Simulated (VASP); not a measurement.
# Au (P6/mmm) in VASP: further runs

Au is run at these levels: PBEsol; tasks: single point.

Program: VASP 6.6.1. These are calculated values, not measurements. Logs are shortened: lines on timing, memory, paths and dates and some standing lists are left out, and cuts for length are marked.

## 1. The cell of the first run

It takes space group P6/mmm (No. 191, hexagonal). The conventional cell has a = 4.707 Å, b = 4.707 Å, c = 2.720 Å, α = 90.00°, β = 90.00°, γ = 120.00°. Au (site symmetry 6/mmm) has 14 Au at 2.72 to 3.04 Å within 3.6 Å. Au (site symmetry -6m2) has 11 Au at 2.72 to 3.04 Å within 3.6 Å.

This isn't the form of Au at room conditions, which is fcc.

## 2. Single point, PBEsol

Input file INCAR:

```
SYSTEM = Au
PREC     = Accurate       ! precision mode
ENCUT    = 520            ! plane-wave cutoff, eV
EDIFF    = 1E-6           ! SCF threshold, eV
ISMEAR   = 0              ! smearing method
SIGMA    = 0.1            ! smearing width, eV
LREAL    = .False.        ! projectors in reciprocal space
LASPH    = .True.         ! aspherical terms in the spheres
NELM     = 100            ! most SCF steps
ALGO     = Normal         ! electronic algorithm
ISIF     = 2              ! what is computed and relaxed
LWAVE    = .False.        ! write WAVECAR
LCHARG   = .True.         ! write CHGCAR
GGA      = PS             ! functional
LELF     = .True.         ! ELF
LVHAR    = .True.       
NBANDS   = 24             ! bands
```

Input file KPOINTS:

```
Automatic mesh
0
Gamma
  6 6 6
  0 0 0
```

Input file POSCAR:

```
Au
1.0
    4.7067204050      0.0000000000      0.0000000000
   -2.3533602025      4.0761394392      0.0000000000
    0.0000000000      0.0000000000      2.7204030687
Au
3
Direct
    0.0000000000      0.0000000000      0.0000000000
    0.3333333333      0.6666666667      0.5000000000
    0.6666666667      0.3333333333      0.5000000000
```

Potentials or basis: VASP PAW PBE potentials, release 64 (Au).

Run with:

```console
$ cat potpaw_PBE.64/Au/POTCAR > POTCAR
$ mpirun -np 1 vasp_std > vasp.out
```

OUTCAR:

```text
SYSTEM = Au
   PREC = Accurate
   ENCUT = 520
   EDIFF = 1E-6
   ISMEAR = 0
   LREAL = .False.
   LASPH = .True.
   NELM = 100
   ISIF = 2
   GGA = PS

 ion  position               nearest neighbor table
   1  0.000  0.000  0.000-   2 3.04   3 3.04   2 3.04   3 3.04   2 3.04   2 3.04   3 3.04   3 3.04
                             3 3.04   3 3.04   2 3.04   2 3.04
   2  0.333  0.667  0.500-   3 2.72   3 2.72   3 2.72   1 3.04   1 3.04   1 3.04   1 3.04   1 3.04
                             1 3.04
   3  0.667  0.333  0.500-   2 2.72   2 2.72   2 2.72   1 3.04   1 3.04   1 3.04   1 3.04   1 3.04
                             1 3.04

  LATTYP: Found a hexagonal cell.
 ALAT       =     4.7067204050
 C/A-ratio  =     0.5779827214

  Lattice vectors:

 A1 = (   4.7067204050,   0.0000000000,   0.0000000000)
 A2 = (  -2.3533602025,   4.0761394392,   0.0000000000)
 A3 = (   0.0000000000,   0.0000000000,   2.7204030687)

Analysis of symmetry for initial positions (statically):
=====================================================================
 Subroutine PRICEL returns:
 Original cell was already a primitive cell.

 Routine SETGRP: Setting up the symmetry group for a
 hexagonal supercell.

 Subroutine GETGRP returns: Found 24 space group operations
 (whereof 24 operations were pure point group operations)
 out of a pool of 24 trial point group operations.

The static configuration has the point symmetry D_6h.

Analysis of symmetry for dynamics (positions and initial velocities):
=====================================================================
 Subroutine PRICEL returns:
 Original cell was already a primitive cell.

 Routine SETGRP: Setting up the symmetry group for a
 hexagonal supercell.

 Subroutine GETGRP returns: Found 24 space group operations
 (whereof 24 operations were pure point group operations)
 out of a pool of 24 trial point group operations.

The dynamic configuration has the point symmetry D_6h.

 Subroutine INISYM returns: Found 24 space group operations
 (whereof 24 operations are pure point group operations),
 and found     1 'primitive' translations

----------------------------------------------------------------------------------------

                                     Primitive cell

  volume of cell :      52.1916

  direct lattice vectors                    reciprocal lattice vectors
     4.706720405  0.000000000  0.000000000     0.212462163  0.122665087  0.000000000
    -2.353360203  4.076139439  0.000000000     0.000000000  0.245330175  0.000000000
     0.000000000  0.000000000  2.720403069     0.000000000  0.000000000  0.367592586

  length of vectors
     4.706720405  4.706720405  2.720403069     0.245330175  0.245330175  0.367592586

  position of ions in fractional coordinates (direct lattice)
     0.000000000  0.000000000  0.000000000
     0.333333333  0.666666667  0.500000000
     0.666666667  0.333333333  0.500000000

  ion indices of the primitive-cell ions
   primitive index   ion index
                 1           1
                 2           2
                 3           3

----------------------------------------------------------------------------------------

 KPOINTS: Automatic mesh

Automatic generation of k-mesh.
 Grid dimensions read from file:
 generate k-points for:    6    6    6

 Generating k-lattice:

  Cartesian coordinates                     Fractional coordinates (reciprocal lattice)
     0.035410361  0.020444181  0.000000000     0.166666667 -0.000000000  0.000000000
     0.000000000  0.040888362  0.000000000     0.000000000  0.166666667  0.000000000
     0.000000000  0.000000000  0.061265431     0.000000000  0.000000000  0.166666667

  Length of vectors
     0.040888362  0.040888362  0.061265431

  Shift w.r.t. Gamma in fractional coordinates (k-lattice)
     0.000000000  0.000000000  0.000000000

 Subroutine IBZKPT returns following result:
 ===========================================

 Found     28 irreducible k-points:

 Following reciprocal coordinates:
            Coordinates               Weight
  0.000000  0.000000  0.000000      1.000000
  0.166667  0.000000  0.000000      6.000000
  0.333333  0.000000  0.000000      6.000000
  0.500000  0.000000  0.000000      3.000000
  0.166667  0.166667  0.000000      6.000000
  0.333333  0.166667  0.000000     12.000000
[... 16 lines left out ...]
  0.166667  0.000000  0.500000      6.000000
  0.333333  0.000000  0.500000      6.000000
 [... further k-points ...]
   k-points           NKPTS =     28   k-points in BZ     NKDIM =     28   number of bands    NBANDS=     24
   number of dos      NEDOS =    301   number of ions     NIONS =      3
   total plane-waves  NPLWV =  25920
   dimension x,y,z NGX =    36 NGY =   36 NGZ =   20
   dimension x,y,z NGXF=    72 NGYF=   72 NGZF=   40
   ions per type =               3
   NGX,Y,Z   is equivalent  to a cutoff of  12.72, 12.72, 12.22 a.u.
   NGXF,Y,Z  is equivalent  to a cutoff of  25.43, 25.43, 24.44 a.u.
 SYSTEM =  Au
   PREC   = accura    normal or accurate (medium, high low for compatibility)
   ISTART =      0    job   : 0-new  1-cont  2-samecut
   ICHARG =      2    charge: 1-file 2-atom 10-const
   ISPIN  =      1    spin polarized calculation?
   LNONCOLLINEAR =      F non collinear calculations
   LSORBIT =      F    spin-orbit coupling
   LASPH  =      T    aspherical Exc in radial PAW
   ENCUT  =  520.0 eV  38.22 Ry    6.18 a.u.   8.75  8.75  5.06*2*pi/ulx,y,z
   NELM   =    100;   NELMIN=  2; NELMDL= -5     # of ELM steps
   EDIFF  = 0.1E-05   stopping-criterion for ELM
   LREAL  =      F    real-space projection
   EDIFFG = 0.1E-04   stopping-criterion for IOM
   NSW    =      0    number of steps for IOM
   IBRION =     -1    ionic relax: 0-MD 1-quasi-New 2-CG
   NFREE  =      0    steps in history (QN), initial steepest desc. (CG)
   ISIF   =      2    stress and relaxation
   ISYM   =      2    0-nonsym 1-usesym 2-fastsym
   POTIM  = 0.5000    time-step for ionic-motion
   TEBEG  =    0.0;   TEEND  =   0.0 temperature during run
   PSTRESS=    0.0 pullay stress
   NELECT =      33.0000    total number of electrons
   NUPDOWN=      -1.0000    fix difference up-down
   EMIN   =  10.00;   EMAX   =-10.00  energy-range for DOS
   EFERMI =   0.00;   METHOD = LEGACY
   ISMEAR =     0;   SIGMA  =   0.10  broadening in eV -4-tet -1-fermi 0-gaus
   EFERMI_NEDOS =   21; number of points for ismear=-14 and -15
   IALGO  =     38    algorithm
   IMIX   =      4    mixing-type and parameters
     AMIX     =   0.40;   BMIX     =  1.00
     AMIX_MAG =   1.60;   BMIX_MAG =  1.00
  volume/ion in A,a.u.               =      17.40       117.40
  Fermi-wavevector in a.u.,A,eV,Ry     =   1.405117  2.655287 26.862726  1.974355
  Thomas-Fermi vector in A             =   2.527611
   LORBIT       =      0    0 simple, 1 ext, 2 COOP (PROOUT), +10 PAW based schemes
   GGA     = PS    functional components
   LHFCALC =     F    Hartree Fock is set to
   AEXX    =    0.0000 exact exchange contribution
   IVDW    =     0    specifies the selected vdW correction
   LEPSILON=     F    determine dielectric tensor
   LRPA    =     F    only Hartree local field effects (RPA)
 non-spin polarized calculation
 Gauss-broadening in eV      SIGMA  =   0.10
  energy-cutoff  :      520.00
  volume of cell :       52.19
 maximum number of plane-waves:      1420
 NGX is ok and might be reduce to    36
   NGX = 17   NGY = 17   NGZ = 11

 number of electron      32.9999998 magnetization

 Free energy of the ion-electron system (eV)
  ---------------------------------------------------
  ext. energy  EPLUGINS =         0.00000000
  ---------------------------------------------------
  free energy    TOTEN  =       -11.52482722 eV

  energy without entropy =      -11.51557154  energy(sigma->0) =      -11.52019938

 E-fermi :   8.9284     XC(G=0): -12.7509

 val. band max:        8.8659434257   @ k =   0.3333   0.1667   0.1667
 cond. band min:       9.0222324506   @ k =   0.1667   0.1667   0.0000
 fundamental gap:      0.1562890249
 Fermi energy:         8.9284190252

 k-point     1 :       0.0000    0.0000    0.0000
  band No.  band energies     occupation
      1      -0.7652      2.00000
      2       1.9769      2.00000
      3       3.0683      2.00000
      4       3.5700      2.00000
      5       3.9846      2.00000
      6       3.9846      2.00000
[... 16 lines left out ...]
     23      21.3388      0.00000
     24      24.7384      0.00000

 k-point     2 :       0.1667    0.0000    0.0000
  band No.  band energies     occupation
      1      -0.4491      2.00000
      2       2.0239      2.00000
      3       2.8242      2.00000
      4       3.2104      2.00000
      5       3.5886      2.00000
      6       3.6353      2.00000
[... 16 lines left out ...]
     23      21.9219      0.00000
     24      24.5499      0.00000

 k-point     3 :       0.3333    0.0000    0.0000
  band No.  band energies     occupation
      1       0.4173      2.00000
      2       1.9252      2.00000
      3       2.3339      2.00000
      4       2.8846      2.00000
      5       3.4155      2.00000
      6       3.4558      2.00000
[... 16 lines left out ...]
     23      23.3127      0.00000
     24      23.3934      0.00000
[... 514 lines left out ...]
 k-point    23 :       0.1667    0.0000    0.5000
  band No.  band energies     occupation
      1       2.2186      2.00000
      2       2.5311      2.00000
      3       2.5916      2.00000
      4       2.8429      2.00000
      5       3.6100      2.00000
      6       3.6689      2.00000
[... 16 lines left out ...]
     23      17.7804      0.00000
     24      19.9881      0.00000

 k-point    24 :       0.3333    0.0000    0.5000
  band No.  band energies     occupation
      1       2.1724      2.00000
      2       2.5433      2.00000
      3       2.7066      2.00000
      4       2.9545      2.00000
      5       3.6660      2.00000
      6       3.8952      2.00000
[... 16 lines left out ...]
     23      18.0663      0.00000
     24      22.0880      0.00000

 [... further k-points ...]

------------------------ aborting loop because EDIFF is reached ----------------------------------------

  FORCE on cell =-STRESS in cart. coord.  units (eV):
  Direction    XX          YY          ZZ          XY          YZ          ZX
  --------------------------------------------------------------------------------------
  -------------------------------------------------------------------------------------
  Total       -0.1180613     -0.1180613     -0.0646808      0.0000000      0.0000000      0.0000000
  in kB       -3.6242441     -3.6242441     -1.9855704      0.0000000      0.0000000      0.0000000
  external PRESSURE =      -3.0780195 kB  Pullay stress =       0.0000000 kB

 VOLUME and BASIS-vectors are now :
 -----------------------------------------------------------------------------
  energy-cutoff  :      520.00
  volume of cell :       52.19
      direct lattice vectors                 reciprocal lattice vectors
     4.706720405  0.000000000  0.000000000     0.212462163  0.122665087  0.000000000
    -2.353360203  4.076139439  0.000000000     0.000000000  0.245330175  0.000000000
     0.000000000  0.000000000  2.720403069     0.000000000  0.000000000  0.367592586

 POSITION                                       TOTAL-FORCE (eV/Angst)
 -----------------------------------------------------------------------------------
      0.00000      0.00000      0.00000        -0.000000      0.000000      0.000000
     -0.00000      2.71743      1.36020        -0.000000      0.000000      0.000000
      2.35336      1.35871      1.36020         0.000000     -0.000000      0.000000
 -----------------------------------------------------------------------------------
    total drift:                                0.000000      0.000000     -0.000000

  FREE ENERGIE OF THE ION-ELECTRON SYSTEM (eV)
  ---------------------------------------------------
  free  energy   TOTEN  =       -11.5248272220 eV

  energy  without entropy=      -11.5155715421  energy(sigma->0) =      -11.52019938
```

It took 30 s on 1 thread of Intel Xeon 8259CL, shared host; peak memory 0.18 GiB.

What came out:

```
Free energy            : -11.5248 eV
Pressure               : -0.3 GPa
Band gap on the k mesh : zero (an odd number of electrons rules out a gap without spin polarisation)
```

Caveat: the k points lie up to 0.38 Å⁻¹ apart, too coarse for converged energies and pressures of a metal; the PAW data sets were made with another functional, which shifts forces and pressure a little; spin-orbit coupling is left out, which moves the levels of the heavy elements.

[end of part 1 of 2]

The gap in the log of VASP goes by the Fermi energy; the results here count the filled bands.